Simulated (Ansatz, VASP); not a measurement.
One calculation of SrTiO3, two programs

```
CELL_PARAMETERS angstrom
-2.80954 2.80954 3.97445
2.80954 -2.80954 3.97445
2.80954 2.80954 -3.97445
ATOMIC_POSITIONS crystal
Sr 0.75000 0.25000 0.50000
Sr 0.25000 0.75000 0.50000
Ti 0.00000 0.00000 0.00000
Ti 0.50000 0.50000 0.00000
O 0.25000 0.25000 0.00000
O 0.75000 0.75000 0.00000
O 0.72832 0.22832 0.95665
O 0.22832 0.27168 0.50000
O 0.27168 0.77168 0.04335
O 0.77168 0.72832 0.50000
```

Change from the starting cell: volume scaled by 1.06, ions relaxed.

Alike in both runs: functional PBE; k mesh 8 × 8 × 8; occupations fermi-dirac, width 0.02 eV; no spin polarisation.

Ansatz relaxed the structure, and its values are those at the end. VASP's run is a single point on that final structure, the one shown.

|  | VASP | Ansatz |
| --- | --- | --- |
| version | VASP 6.6.1 | Ansatz 0.2.0 |
| potentials or method | VASP PAW PBE potentials, release 64 (Sr_sv, Ti_sv, O) | plane-wave PAW, scalar-relativistic |
| plane-wave cutoff (eV) | 600 | 420 |
| valence electrons in the cell | 80 | 80 |

Ansatz gave:

| Item | Value |
| --- | --- |
| gap on the k mesh at the Fermi level (eV) | 1.86 |
| pressure (GPa) | -4.8 |
| rms of the force components (eV/Å) | 0.008 |

**Question.** Estimate VASP's values.

**Answer.** gap on the k mesh at the Fermi level (eV): 1.83; pressure (GPa): -4.4; rms of the force components (eV/Å): 0.009.

Ansatz's warnings: stress scf threshold loose.
